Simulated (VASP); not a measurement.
Set up this calculation in VASP 6.6.1, as the native input.

- Task: relaxation of cell and atoms
- Functional: PBE
- Potentials or basis: VASP PAW PBE potentials, release 64 (Ti_sv, B)
- Cutoff: 600 eV
- k mesh: 11 × 11 × 9
- Occupations: fermi-dirac, width 0.08 eV
- Spin: no spin polarisation
- Dipole correction: no
- Further INCAR settings: ALGO = Normal; EDIFF = 1e-06; IBRION = 2; EDIFFG = -0.005; NSW = 60; ISIF = 3

The structure of TiB2 (AlB2 type) lies in POSCAR:

```
TiB2
1.0
    3.1579068305      0.0000000000      0.0000000000
   -1.5789534152      2.7348275380      0.0000000000
    0.0000000000      0.0000000000      3.4736975135
Ti B
1 2
Direct
    0.0000000000      0.0000000000      0.0000000000
    0.3333333333      0.6666666667      0.5000000000
    0.6666666667      0.3333333333      0.5000000000
```

One way to write it, as run:

INCAR

```
SYSTEM = TiB2
PREC = Accurate
ENCUT = 600
EDIFF = 1E-6
ISMEAR = -1
SIGMA = 0.08
LREAL = .False.
LASPH = .True.
NELM = 80
ALGO = Normal
ISIF = 3
LWAVE = .False.
LCHARG = .False.
GGA = PE
IBRION = 2
NSW = 60
EDIFFG = -0.005
```

KPOINTS

```
regular mesh
0
Gamma
  11 11 9
  0 0 0
```

Potentials or basis: VASP PAW PBE potentials, release 64 (Ti_sv, B).

Launch:

```sh
$ cat potpaw_PBE.64/Ti_sv/POTCAR potpaw_PBE.64/B/POTCAR > POTCAR
$ mpirun -np 1 vasp_std > vasp.out
```

It gave:

The relaxed volume is 8.56 Å³/atom. The relaxed cell is a = 3.033 Å, b = 3.033 Å, c = 3.225 Å, α = 90.00°, β = 90.00°, γ = 120.00°, the space group after relaxing (to 0.05 Å) is P6/mmm (No. 191) and the energy gained by relaxing is 146.3 meV/atom. The ionic steps are 8, the pressure after relaxing is 0.0 GPa and the band gap on the k mesh is zero (band 9 reaches 10.16 eV, above the bottom of band 10 at 9.72 eV).

It took 110 s on 1 thread of Intel(R) Xeon(R) 6975P-C (Granite Rapids), on a shared host, peak memory 0.19 GiB.
